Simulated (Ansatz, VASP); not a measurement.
# Two plane-wave programs on Mg7CoO8

INCAR

```
SYSTEM = Mg7CoO8
PREC = Accurate ; ENCUT = 520
EDIFF = 1E-7 ; ISMEAR = 0
SIGMA = 0.01 ; LREAL = Auto
LASPH = .TRUE. ; NELM = 150
ALGO = Normal ; ISIF = 2
LWAVE = .FALSE. ; LCHARG = .FALSE.
ISPIN = 2 ; MAGMOM = 0 0 0 0 0 0 0 0.6 0 0 0 0 0 0 0 0
LORBIT = 11 ; LMAXMIX = 4
LDAU = .TRUE. ; LDAUTYPE = 2
LDAUL = -1 2 -1 ; LDAUU = 0 3.2 0
LDAUJ = 0 0 0 ; LDAUPRINT = 1
GGA = CA ; NBANDS = 54
```

Contents of KPOINTS:

```
regular mesh
0
G
  2 2 2
  0 0 0
```

The input POSCAR:

```
Mg7CoO8
1.0
    0.0000000000      4.3481000000      4.3481000000
    4.3481000000      0.0000000000      4.3481000000
    4.3481000000      4.3481000000      0.0000000000
Mg Co O
7 1 8
Direct
    0.9878010300      0.0057530400      0.9997875400
    0.0118038800      0.9804527600      0.5056642300
    0.9940867800      0.4995929100      0.5018981300
    0.4854816700      0.0118115900      0.0032462600
    0.5000057000      0.0016869000      0.4901239900
    0.4926855500      0.5014766500      0.9922720000
    0.5042112800      0.4837419100      0.5051861700
    0.9925552600      0.4956245300      0.0071453000
    0.2465326700      0.2464134700      0.2544617500
    0.2505876800      0.2420425700      0.7473136800
    0.2398825400      0.7674873200      0.2447471300
    0.2519085200      0.7454308000      0.7508721200
    0.7450322800      0.2540688200      0.2419650800
    0.7568658400      0.2451120500      0.7499844900
    0.7513899700      0.7565027500      0.2479999100
    0.7497856600      0.7444421100      0.7378618100
```

Input for Ansatz:

```yaml
crystal:
  lattice:
    - [0.0, 4.3481, 4.3481]
    - [4.3481, 0.0, 4.3481]
    - [4.3481, 4.3481, 0.0]
  atoms:
    - { symbol: Mg, position: [0.98780103, 0.00575304, 0.99978754] }
    - { symbol: Mg, position: [0.01180388, 0.98045276, 0.50566423] }
    - { symbol: Co, position: [0.99255526, 0.49562453, 0.0071453], spin: 0.6 }
    - { symbol: Mg, position: [0.99408678, 0.49959291, 0.50189813] }
    - { symbol: Mg, position: [0.48548167, 0.01181159, 0.00324626] }
    - { symbol: Mg, position: [0.5000057, 0.0016869, 0.49012399] }
    - { symbol: Mg, position: [0.49268555, 0.50147665, 0.992272] }
    - { symbol: Mg, position: [0.50421128, 0.48374191, 0.50518617] }
    - { symbol: O, position: [0.24653267, 0.24641347, 0.25446175] }
    - { symbol: O, position: [0.25058768, 0.24204257, 0.74731368] }
    - { symbol: O, position: [0.23988254, 0.76748732, 0.24474713] }
    - { symbol: O, position: [0.25190852, 0.7454308, 0.75087212] }
    - { symbol: O, position: [0.74503228, 0.25406882, 0.24196508] }
    - { symbol: O, position: [0.75686584, 0.24511205, 0.74998449] }
    - { symbol: O, position: [0.75138997, 0.75650275, 0.24799991] }
    - { symbol: O, position: [0.74978566, 0.74444211, 0.73786181] }
magnetization:
  spin_polarized: true
hamiltonian:
  xc: lda
  pseudopotentials: { kind: paw }
  hubbard: { sites: [{ species: Co, l: d, u_eff: 3.2 }] }
basis:
  ecutwfc: 420
kpoints:
  mp_grid: { grid: [2, 2, 2] }
scf:
  occupations: { method: gaussian, width: 0.01 }
  lower_state_search: "off"
output:
  forces: true
  stress: true
```

Change from the starting cell: parallel moments scaled by 0.2, plain SCF.

Alike in both runs: task single point; functional LDA; k mesh 2 × 2 × 2; occupations gaussian, width 0.01 eV; collinear spin; Hubbard terms Co d U = 3.2 eV.

|  | VASP | Ansatz |
| --- | --- | --- |
| version | VASP 6.6.1 | Ansatz 0.2.0 |
| potentials or method | VASP PAW LDA potentials, release 64 (Mg, Co, O), cutoff 520 eV | PAW, plane waves, scalar-relativistic |
| valence electrons in the cell | 71 | 135 |

|  | VASP | Ansatz | Ansatz less VASP |
| --- | --- | --- | --- |
| gap on the k mesh at the Fermi level (eV) | 0.45 | 1.19 | +0.748 |
| pressure (GPa) | -20.7 | -18.5 | +2.24 |
| rms of the force components (eV/Å) | 0.328 | 0.287 | -0.0402 |
| net moment per atom (μB) | 0.06 | 0.06 | 0.000 |
| size of the moment on the site where the two differ most (μB) | 0.97 | 0.88 | -0.098 |

LDA's correlation is that of Perdew and Zunger in VASP and of Perdew and Wang (1992) in Ansatz. Site moments also hang on the region over which each program counts them. The programs project onto different local orbitals, so the same U acts differently, and such runs can settle in different states. VASP's potentials hold 71 valence electrons a cell and Ansatz's 135, so a difference there can come from the potentials and not from the codes.

The k mesh is coarse, so the values compare programs but aren't converged.
